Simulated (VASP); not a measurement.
Set up this calculation in VASP 6.6.1, as the native input.

| Item | Value |
| --- | --- |
| Task | single point |
| Functional | PBEsol |
| Potentials or basis | VASP PAW PBE potentials, release 64 (Al, Ni) |
| Cutoff | 600 eV |
| k mesh | 6 × 6 × 6 |
| Occupations | gaussian, width 0.1 eV |
| Spin | no spin polarisation |
| Dipole correction | no |
| Further INCAR settings | ALGO = Normal; EDIFF = 1e-06; NBANDS = 14 |

The structure of AlNi (km) lies in POSCAR:

```
AlNi
1.0
    2.8620207203      0.0000000000      0.0000000000
    0.0000000000      2.8620207203      0.0000000000
    0.0000000000      0.0000000000      2.8620207203
Al Ni
1 1
Direct
    0.5000000000      0.5000000000      0.5000000000
    0.0000000000      0.0000000000      0.0000000000
```

These files were run (other wordings do the same):

INCAR

```
PREC = Accurate ; ENCUT = 600
EDIFF = 1E-6 ; ISMEAR = 0
SIGMA = 0.1 ; LREAL = False
LASPH = True ; NELM = 120
ALGO = Normal ; ISIF = 2
LWAVE = False ; LCHARG = False
GGA = PS ; NBANDS = 14
GGA_COMPAT = False
```

KPOINTS

```
regular mesh
0
Gamma
  6 6 6
```

Potentials or basis: VASP PAW PBE potentials, release 64 (Al, Ni).

Run with:

```console
$ cat potpaw_PBE.64/Al/POTCAR potpaw_PBE.64/Ni/POTCAR > POTCAR
$ mpirun -np 1 vasp_std > vasp.out
```

Results of the run:

```json
{
 "Pressure": "0.4 GPa"
}
```

Caveat: the k points lie up to 0.37 Å⁻¹ apart; the PAW data sets were made with another functional, which shifts forces and pressure a little.

Run time: 2.8 s on 1 thread of Intel(R) Xeon(R) 6975P-C (Granite Rapids) (shared host), peak memory 0.13 GiB.
